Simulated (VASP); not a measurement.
# Zr (Pm-3m) in VASP: settings compared

Aim: see how the results for Zr move with the level of theory and the settings. Levels: r2SCAN, r2SCAN0. Tasks: single point.

Program: VASP 6.6.1. These are calculated values, not measurements. Logs are shortened: lines on timing, memory, paths and dates and some standing lists are left out, and cuts for length are marked.

### 1 The cell of the first run

Symmetry: Pm-3m, No. 221, cubic system. Conventional cell: a = 2.905 Å, b = 2.905 Å, c = 2.905 Å, α = 90.00°, β = 90.00°, γ = 90.00°. Zr (site symmetry m-3m) has 6 Zr at 2.90 Å within 3.8 Å.

This isn't the form of Zr at room conditions, which is hcp.

### 2 Single point, r2SCAN

Contents of POSCAR:

```
Zr
1.0
    2.9048939203      0.0000000000      0.0000000000
    0.0000000000      2.9048939203      0.0000000000
    0.0000000000      0.0000000000      2.9048939203
Zr
1
Direct
    0.0000000000      0.0000000000      0.0000000000
```

Contents of INCAR.step1:

```
SYSTEM = Zr
ALGO = Normal
EDIFF = 1E-4
ENCUT = 520
GGA = PE
ISMEAR = -1
LASPH = .TRUE.
LCHARG = .FALSE.
LREAL = .FALSE.
LWAVE = .TRUE.
NBANDS = 12
NELM = 60
PREC = Accurate
SIGMA = 0.1
```

Contents of INCAR.step2:

```
SYSTEM = Zr
ALGO = Normal
EDIFF = 1E-6
ENCUT = 520
ISIF = 2
ISMEAR = -1
ISTART = 1
LASPH = .TRUE.
LCHARG = .TRUE.
LELF = .TRUE.
LMIXTAU = .TRUE.
LREAL = .FALSE.
LVHAR = .TRUE.
LWAVE = .FALSE.
METAGGA = R2SCAN
NBANDS = 12
NELM = 60
PREC = Accurate
SIGMA = 0.1
```

Contents of KPOINTS:

```
k-points
0
G
  6 6 6
  0 0 0
```

Potentials or basis: VASP PAW PBE potentials, release 64 (Zr_sv).

The run is started by

```console
$ cat potpaw_PBE.64/Zr_sv/POTCAR > POTCAR
$ cp INCAR.step1 INCAR
$ mpirun -np 1 vasp_std > vasp.out
$ cp INCAR.step2 INCAR
$ mpirun -np 1 vasp_std > vasp.out
```

OUTCAR:

```text
SYSTEM = Zr
   EDIFF = 1E-6
   ENCUT = 520
   ISIF = 2
   ISMEAR = -1
   ISTART = 1
   LASPH = .TRUE.
   LREAL = .FALSE.
   METAGGA = R2SCAN
   NELM = 60
   PREC = Accurate

 ion  position               nearest neighbor table
   1  0.000  0.000  0.000-

  LATTYP: Found a simple cubic cell.
 ALAT       =     2.9048939203

  Lattice vectors:

 A1 = (   2.9048939203,   0.0000000000,   0.0000000000)
 A2 = (   0.0000000000,   2.9048939203,   0.0000000000)
 A3 = (   0.0000000000,   0.0000000000,   2.9048939203)

Analysis of symmetry for initial positions (statically):
=====================================================================
 Subroutine PRICEL returns:
 Original cell was already a primitive cell.

 Routine SETGRP: Setting up the symmetry group for a
 simple cubic supercell.

 Subroutine GETGRP returns: Found 48 space group operations
 (whereof 48 operations were pure point group operations)
 out of a pool of 48 trial point group operations.

The static configuration has the point symmetry O_h .

Analysis of symmetry for dynamics (positions and initial velocities):
=====================================================================
 Subroutine PRICEL returns:
 Original cell was already a primitive cell.

 Routine SETGRP: Setting up the symmetry group for a
 simple cubic supercell.

 Subroutine GETGRP returns: Found 48 space group operations
 (whereof 48 operations were pure point group operations)
 out of a pool of 48 trial point group operations.

The dynamic configuration has the point symmetry O_h .

 Subroutine INISYM returns: Found 48 space group operations
 (whereof 48 operations are pure point group operations),
 and found     1 'primitive' translations

----------------------------------------------------------------------------------------

                                     Primitive cell

  volume of cell :      24.5127

  direct lattice vectors                    reciprocal lattice vectors
     2.904893920  0.000000000  0.000000000     0.344246650  0.000000000  0.000000000
     0.000000000  2.904893920  0.000000000     0.000000000  0.344246650  0.000000000
     0.000000000  0.000000000  2.904893920     0.000000000  0.000000000  0.344246650

  length of vectors
     2.904893920  2.904893920  2.904893920     0.344246650  0.344246650  0.344246650

  position of ions in fractional coordinates (direct lattice)
     0.000000000  0.000000000  0.000000000

  ion indices of the primitive-cell ions
   primitive index   ion index
                 1           1

----------------------------------------------------------------------------------------

 KPOINTS: k-points

Automatic generation of k-mesh.
 Grid dimensions read from file:
 generate k-points for:    6    6    6

 Generating k-lattice:

  Cartesian coordinates                     Fractional coordinates (reciprocal lattice)
     0.057374442  0.000000000  0.000000000     0.166666667  0.000000000  0.000000000
     0.000000000  0.057374442  0.000000000     0.000000000  0.166666667  0.000000000
     0.000000000  0.000000000  0.057374442     0.000000000  0.000000000  0.166666667

  Length of vectors
     0.057374442  0.057374442  0.057374442

  Shift w.r.t. Gamma in fractional coordinates (k-lattice)
     0.000000000  0.000000000  0.000000000

 Subroutine IBZKPT returns following result:
 ===========================================

 Found     20 irreducible k-points:

 Following reciprocal coordinates:
            Coordinates               Weight
  0.000000  0.000000  0.000000      1.000000
  0.166667  0.000000  0.000000      6.000000
  0.333333  0.000000  0.000000      6.000000
  0.500000  0.000000  0.000000      3.000000
  0.166667  0.166667  0.000000     12.000000
  0.333333  0.166667  0.000000     24.000000
[... 12 lines left out ...]
  0.500000  0.500000  0.333333      6.000000
  0.500000  0.500000  0.500000      1.000000
   k-points           NKPTS =     20   k-points in BZ     NKDIM =     20   number of bands    NBANDS=     12
   number of dos      NEDOS =    301   number of ions     NIONS =      1
   total plane-waves  NPLWV =  13824
   dimension x,y,z NGX =    24 NGY =   24 NGZ =   24
   dimension x,y,z NGXF=    48 NGYF=   48 NGZF=   48
   ions per type =               1
   NGX,Y,Z   is equivalent  to a cutoff of  13.74, 13.74, 13.74 a.u.
   NGXF,Y,Z  is equivalent  to a cutoff of  27.47, 27.47, 27.47 a.u.
 SYSTEM =  Zr
   PREC   = accura    normal or accurate (medium, high low for compatibility)
   ISTART =      1    job   : 0-new  1-cont  2-samecut
   ICHARG =      0    charge: 1-file 2-atom 10-const
   ISPIN  =      1    spin polarized calculation?
   LNONCOLLINEAR =      F non collinear calculations
   LSORBIT =      F    spin-orbit coupling
   LASPH  =      T    aspherical Exc in radial PAW
   ENCUT  =  520.0 eV  38.22 Ry    6.18 a.u.   5.40  5.40  5.40*2*pi/ulx,y,z
   NELM   =     60;   NELMIN=  2; NELMDL=  0     # of ELM steps
   EDIFF  = 0.1E-05   stopping-criterion for ELM
   LREAL  =      F    real-space projection
   EDIFFG = 0.1E-04   stopping-criterion for IOM
   NSW    =      0    number of steps for IOM
   IBRION =     -1    ionic relax: 0-MD 1-quasi-New 2-CG
   NFREE  =      0    steps in history (QN), initial steepest desc. (CG)
   ISIF   =      2    stress and relaxation
   ISYM   =      2    0-nonsym 1-usesym 2-fastsym
   POTIM  = 0.5000    time-step for ionic-motion
   TEBEG  =    0.0;   TEEND  =   0.0 temperature during run
   PSTRESS=    0.0 pullay stress
   NELECT =      12.0000    total number of electrons
   NUPDOWN=      -1.0000    fix difference up-down
   EMIN   =  10.00;   EMAX   =-10.00  energy-range for DOS
   EFERMI =   0.00;   METHOD = LEGACY
   ISMEAR =    -1;   SIGMA  =   0.10  broadening in eV -4-tet -1-fermi 0-gaus
   EFERMI_NEDOS =   21; number of points for ismear=-14 and -15
   IALGO  =     38    algorithm
   IMIX   =      4    mixing-type and parameters
     AMIX     =   0.40;   BMIX     =  1.00
     AMIX_MAG =   1.60;   BMIX_MAG =  1.00
  volume/ion in A,a.u.               =      24.51       165.42
  Fermi-wavevector in a.u.,A,eV,Ry     =   1.290243  2.438206 22.649999  1.664728
  Thomas-Fermi vector in A             =   2.422087
   LORBIT       =      0    0 simple, 1 ext, 2 COOP (PROOUT), +10 PAW based schemes
   METAGGA = R2SCAN    functional components
   LHFCALC =     F    Hartree Fock is set to
   AEXX    =    0.0000 exact exchange contribution
   IVDW    =     0    specifies the selected vdW correction
   LEPSILON=     F    determine dielectric tensor
   LRPA    =     F    only Hartree local field effects (RPA)
 non-spin polarized calculation
  energy-cutoff  :      520.00
  volume of cell :       24.51
 maximum number of plane-waves:       691
 NGX is ok and might be reduce to    24
   NGX = 11   NGY = 11   NGZ = 11

 number of electron      12.0000000 magnetization

 Free energy of the ion-electron system (eV)
  ---------------------------------------------------
  ext. energy  EPLUGINS =         0.00000000
  ---------------------------------------------------
  free energy    TOTEN  =       -21.78629580 eV

  energy without entropy =      -21.72325711  energy(sigma->0) =      -21.75477646

 E-fermi :   8.1620     XC(G=0): -11.6138

 val. band max:        8.1022566596   @ k =   0.5000   0.1667   0.0000
 cond. band min:       8.1829673452   @ k =   0.3333   0.1667   0.1667
 fundamental gap:      0.0807106857
 Fermi energy:         8.1620044136

 k-point     1 :       0.0000    0.0000    0.0000
  band No.  band energies     occupation
      1     -42.2027      2.00000
      2     -18.8991      2.00000
      3     -18.8991      2.00000
      4     -18.8991      2.00000
      5       2.7634      2.00000
      6       6.3274      2.00000
      7       6.3274      2.00000
      8      14.0971      0.00000
      9      14.0971      0.00000
     10      14.0971      0.00000
     11      21.8302      0.00000
     12      21.8302      0.00000

 k-point     2 :       0.1667    0.0000    0.0000
  band No.  band energies     occupation
      1     -42.1636      2.00000
      2     -19.2453      2.00000
      3     -18.8699      2.00000
      4     -18.8699      2.00000
      5       3.4519      2.00000
      6       6.5297      2.00000
      7       7.0643      1.99997
      8      13.0483      0.00000
      9      13.0483      0.00000
     10      14.1749      0.00000
     11      19.2908      0.00000
     12      23.2508      0.00000

 k-point     3 :       0.3333    0.0000    0.0000
  band No.  band energies     occupation
      1     -42.0841      2.00000
      2     -19.8937      2.00000
      3     -18.8110      2.00000
      4     -18.8110      2.00000
      5       4.9647      2.00000
      6       6.9776      1.99999
      7       8.3791      0.20484
      8      11.5429      0.00000
      9      11.5429      0.00000
     10      14.3354      0.00000
     11      17.2501      0.00000
     12      21.8376      0.00000
[... 226 lines left out ...]
 k-point    19 :       0.5000    0.5000    0.3333
  band No.  band energies     occupation
      1     -41.7808      2.00000
      2     -19.8747      2.00000
      3     -19.8747      2.00000
      4     -19.5554      2.00000
      5       6.0853      2.00000
      6       7.3376      1.99947
      7       7.3376      1.99947
      8      12.7816      0.00000
      9      16.1297      0.00000
     10      16.2614      0.00000
     11      18.4062      0.00000
     12      18.4062      0.00000

 k-point    20 :       0.5000    0.5000    0.5000
  band No.  band energies     occupation
      1     -41.7435      2.00000
      2     -19.8306      2.00000
      3     -19.8306      2.00000
      4     -19.8306      2.00000
      5       6.6101      2.00000
      6       6.6102      2.00000
      7       6.6102      2.00000
      8      14.8902      0.00000
      9      16.1848      0.00000
     10      16.1848      0.00000
     11      19.4567      0.00000
     12      19.4567      0.00000

------------------------ aborting loop because EDIFF is reached ----------------------------------------

  FORCE on cell =-STRESS in cart. coord.  units (eV):
  Direction    XX          YY          ZZ          XY          YZ          ZX
  --------------------------------------------------------------------------------------
  -------------------------------------------------------------------------------------
  Total       -0.0300321     -0.0300321     -0.0300321      0.0000000     -0.0000000      0.0000000
  in kB       -1.9629334     -1.9629334     -1.9629334      0.0000000     -0.0000000      0.0000000
  external PRESSURE =      -1.9629334 kB  Pullay stress =       0.0000000 kB

 VOLUME and BASIS-vectors are now :
 -----------------------------------------------------------------------------
  energy-cutoff  :      520.00
  volume of cell :       24.51
      direct lattice vectors                 reciprocal lattice vectors
     2.904893920  0.000000000  0.000000000     0.344246650  0.000000000  0.000000000
     0.000000000  2.904893920  0.000000000     0.000000000  0.344246650  0.000000000
     0.000000000  0.000000000  2.904893920     0.000000000  0.000000000  0.344246650

 POSITION                                       TOTAL-FORCE (eV/Angst)
 -----------------------------------------------------------------------------------
      0.00000      0.00000      0.00000         0.000000      0.000000      0.000000
 -----------------------------------------------------------------------------------
    total drift:                               -0.000000      0.000000      0.000000

  FREE ENERGIE OF THE ION-ELECTRON SYSTEM (eV)
  ---------------------------------------------------
  free  energy   TOTEN  =       -21.7862958041 eV

  energy  without entropy=      -21.7232571119  energy(sigma->0) =      -21.75477646
```

Run time: 13 s. Hardware: 1 thread of Intel Xeon Platinum 8488C (Sapphire Rapids), shared host; peak memory 0.14 GiB.

What came out:

| Property | Result |
| --- | --- |
| Free energy | -21.7863 eV |
| Pressure | -0.2 GPa |
| Band gap on the k mesh | zero (bands 6 and 7 overlap by 2.90 eV) |

Levels at points of the mesh, in eV from the Fermi level:
```tsv
k point	band 4	band 5	band 6	band 7	band 8	band 9
(0.00, 0.00, 0.00)	-27.06	-5.40	-1.83	-1.83	5.94	5.94
(0.50, 0.00, 0.00)	-26.94	-2.09	-0.93	0.21	2.78	2.78
(0.50, 0.50, 0.00)	-26.83	-3.22	-0.29	3.46	3.46	5.19
(0.50, 0.50, 0.50)	-27.99	-1.55	-1.55	-1.55	6.73	8.02
```

Caveat: the k points lie up to 0.36 Å⁻¹ apart, too coarse for converged energies and pressures of a metal; the PAW data sets were made with another functional, which shifts forces and pressure a little.

(Part 1 of 2 ends here.)

The gap in the log of VASP goes by the Fermi energy; the results here count the filled bands.